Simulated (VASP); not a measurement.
**NbP: single point with PBEsol**

Crystal: NbP.

```
Nb P
1.0
    -1.64001    1.64001    5.52865
     1.64001   -1.64001    5.52865
     1.64001    1.64001   -5.52865
Nb P
2 2
Direct
  0.25052 0.75052 0.50000
  0.50052 0.50052 0.00000
  0.83211 0.33211 0.50000
  0.08211 0.08211 0.00000
```

```
Program                : VASP 6.6.1
Task                   : single point
Functional             : PBEsol
Potentials or basis    : VASP PAW PBE potentials, release 64 (Nb_sv, P)
Cutoff                 : 520 eV
k mesh                 : 11 × 11 × 11
Occupations            : fermi-dirac, width 0.05 eV
Spin                   : no spin polarisation
Dipole correction      : no
Further INCAR settings : ALGO = Normal; EDIFF = 1e-07; NBANDS = 26
```

The pressure is 9.7 GPa and the band gap on the k mesh is 0.03 eV (least direct gap 0.05 eV).

Levels at points of the mesh, in eV from the valence-band top:
| k point | band 14 | band 15 | band 16 | band 17 | band 18 | band 19 | band 20 | band 21 | band 22 | band 23 |
| --- | --- | --- | --- | --- | --- | --- | --- | --- | --- | --- |
| (0.00, 0.00, 0.00) | -2.34 | -2.34 | -1.80 | -1.38 | -1.38 | 0.83 | 1.76 | 3.00 | 3.44 | 3.44 |

Wall time 5.4 min on 1 thread of Intel(R) Xeon(R) 6975P-C (Granite Rapids) (shared host), peak memory 0.41 GiB.

Caveat: the cell stands under pressure; the PAW data sets were made with another functional, which shifts forces and pressure a little; an odd mesh through Γ misses points on the zone boundary, where band edges can lie.
